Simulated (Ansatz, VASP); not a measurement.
# Two plane-wave programs on TePb

File INCAR:

```
SYSTEM = TePb
PREC = Accurate ; ENCUT = 600
EDIFF = 1E-7 ; ISMEAR = 0
SIGMA = 0.02 ; LREAL = .False.
LASPH = .True. ; NELM = 100
ALGO = Normal ; ISIF = 3
LWAVE = .False. ; LCHARG = .False.
GGA = PE ; IVDW = 12
IBRION = 2 ; NSW = 90
EDIFFG = -0.02
```

The input KPOINTS:

```
Automatic mesh
0
Gamma
  6 6 6
  0 0 0
```

Contents of POSCAR:

```
TePb
1.0
    0.0000000000      3.2310000000      3.2310000000
    3.2310000000      0.0000000000      3.2310000000
    3.2310000000      3.2310000000      0.0000000000
Te Pb
1 1
Direct
    0.5000000000      0.5000000000      0.5000000000
    0.0000000000      0.0000000000      0.0000000000
```

Input for Ansatz:

```yaml
crystal:
  lattice:
    - [0.0, 3.231, 3.231]
    - [3.231, 0.0, 3.231]
    - [3.231, 3.231, 0.0]
  atoms:
    - { symbol: Te, position: [0.5, 0.5, 0.5] }
    - { symbol: Pb, position: [0.0, 0.0, 0.0] }
basis:
  ecutwfc: 420
kpoints:
  mp_grid: { grid: [6, 6, 6] }
hamiltonian:
  xc: pbe
  dispersion: d3bj
scf:
  occupations: { method: gaussian, width: 0.02 }
output:
  forces: true
  stress: true
  eigenvalues: true
  write_density: true
  write_potential: true
  elf: true
  volumetric_format: npy
relax:
  adjacent_minimum: "off"
  f_tol: 0.02
  max_steps: 70
  cell: { stress_tol: 0.1 }
```

Alike in both runs: task relaxation of cell and atoms; functional PBE; dispersion D3(BJ); k mesh 6 × 6 × 6; occupations gaussian, width 0.02 eV; no spin polarisation.

|  | VASP | Ansatz |
| --- | --- | --- |
| version | VASP 6.6.1 | Ansatz 0.2.0 |
| potentials or method | VASP PAW PBE potentials, release 64 (Te, Pb_d), cutoff 600 eV | scalar-relativistic, plane waves, PAW |
| valence electrons in the cell | 20 | 30 |

Ansatz gave:

* gap on the k mesh at the Fermi level, each at its own relaxed structure (eV): 0.74
* relaxed volume (Å³/atom): 33.89
* relaxed cell length with the largest relative difference (Å): 4.577

Task: What did VASP give for the same quantities?

Result: gap on the k mesh at the Fermi level, each at its own relaxed structure (eV): 0.74; relaxed volume (Å³/atom): 33.88; relaxed cell length with the largest relative difference (Å): 4.576.

VASP's potentials hold 20 valence electrons a cell and Ansatz's 30, so a difference there can come from the potentials and not from the codes.

Neither program's run includes spin-orbit coupling.
